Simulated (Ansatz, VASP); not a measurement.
# Two plane-wave programs on AgCl

The input POSCAR:

```
AgCl
1.0
    0.0425221518      2.8157059644      2.8157059644
    2.8157059644      0.0425221518      2.8157059644
    2.8157059644      2.8157059644      0.0425221518
Ag Cl
1 1
Direct
    0.0000000000      0.0000000000      0.0000000000
    0.5000000000      0.5000000000      0.5000000000
```

File INCAR.step1:

```
SYSTEM = AgCl
PREC = Accurate
ENCUT = 520
ISMEAR = 0
SIGMA = 0.01
LREAL = .False.
LASPH = .True.
NELM = 100
NBANDS = 16
GGA = PE
ALGO = Normal
EDIFF = 1E-4
LWAVE = .True.
LCHARG = .False.
```

The input INCAR.step2:

```
SYSTEM = AgCl
PREC = Accurate
ENCUT = 520
EDIFF = 1E-6
ISMEAR = 0
SIGMA = 0.01
LREAL = .False.
LASPH = .True.
NELM = 100
ALGO = Normal
ISIF = 2
LWAVE = .False.
LCHARG = .False.
METAGGA = R2SCAN
LMIXTAU = .True.
NBANDS = 16
ISTART = 1
```

File KPOINTS:

```
regular mesh
0
Gamma
  8 8 8
  0 0 0
```

Input for Ansatz:

```yaml
crystal:
  lattice:
    - [0.0425221518, 2.8157059644, 2.8157059644]
    - [2.8157059644, 0.0425221518, 2.8157059644]
    - [2.8157059644, 2.8157059644, 0.0425221518]
  atoms:
    - { symbol: Ag, position: [0.0, 0.0, 0.0] }
    - { symbol: Cl, position: [0.5, 0.5, 0.5] }
kpoints:
  mp_grid: { grid: [8, 8, 8] }
  band_path:
    path:
      - [0.0, 0.0, 0.0]
      - [0.5, 0.0, 0.5]
      - [0.625, 0.25, 0.625]
      - [0.375, 0.375, 0.75]
      - [0.5, 0.5, 0.5]
      - [0.5, 0.25, 0.75]
      - [0.0375, 0.0375, 0.075]
    npoints: 1
hamiltonian:
  xc: r2scan
scf:
  occupations: { method: fixed }
  n_extra_bands: 4
output:
  forces: true
  stress: true
  eigenvalues: true
```

Change from the starting cell: shear_111 strain +2.3%.

Alike in both runs: task single point; functional r2SCAN; k mesh 8 × 8 × 8; no spin polarisation.

|  | VASP | Ansatz |
| --- | --- | --- |
| version | VASP 6.6.1 | Ansatz 0.2.0 |
| potentials or method | VASP PAW PBE potentials, release 64 (Ag, Cl) | plane waves, PAW |
| plane-wave cutoff (eV) | 520 | 500 |
| occupations | gaussian, width 0.01 eV | fixed |
| valence electrons in the cell | 18 | 26 |

VASP gave:

| Item | Value |
| --- | --- |
| gap on the k mesh at the Fermi level (eV) | 1.40 |
| pressure (GPa) | -1.2 |
| traceless stress, the component that is largest in VASP (GPa) | -0.10 |

Q: Estimate Ansatz's values.

A: gap on the k mesh at the Fermi level (eV): 1.45; pressure (GPa): -1.1; traceless stress, the component that is largest in VASP (GPa): -0.10.

VASP's potentials were made for PBE, not for r2SCAN. VASP's potentials hold 18 valence electrons a cell and Ansatz's 26, so a difference there can come from the potentials and not from the codes.
